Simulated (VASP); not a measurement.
A run of VASP 6.6.1:

File INCAR:

```
SYSTEM = Pd3Cl
ALGO = Normal
DIPOL = 0.5 0.5 0.359
EDIFF = 1E-6
ENCUT = 520
GGA = PE
IDIPOL = 3
ISIF = 2
ISMEAR = 0
LASPH = .True.
LCHARG = .False.
LDIPOL = .True.
LREAL = .False.
LWAVE = .False.
NBANDS = 26
NELM = 60
PREC = Accurate
SIGMA = 0.1
```

Contents of KPOINTS:

```
k-points
0
Gamma
  10 10 1
  0 0 0
```

POSCAR

```
Pd3Cl
1.0
    2.7875943942      0.0000000000      0.0000000000
    0.0000000000      2.7875943942      0.0000000000
    0.0000000000      0.0000000000     19.3873314569
Pd Cl
3 1
Direct
    0.5000000000      0.5000000000      0.2063202978
    0.0000000000      0.0000000000      0.3065748042
    0.5000000000      0.5000000000      0.4068291438
    0.5000000000      0.8333333333      0.5173259596
```

Potentials or basis: VASP PAW PBE potentials, release 64 (Pd, Cl).

Run with:

```console
$ cat potpaw_PBE.64/Pd/POTCAR potpaw_PBE.64/Cl/POTCAR > POTCAR
$ mpirun -np 1 vasp_std > vasp.out
```

Hardware: 1 thread of AMD EPYC 9R45 96-Core Processor (Zen 5), with other jobs on the host.

Problem. How long does it take, and how much memory?

Solution. Run time: 2.3 min on 1 thread of AMD EPYC 9R45 96-Core Processor (Zen 5), on a shared host, peak memory 0.31 GiB. Counts: scf iterations 28, k points 36.
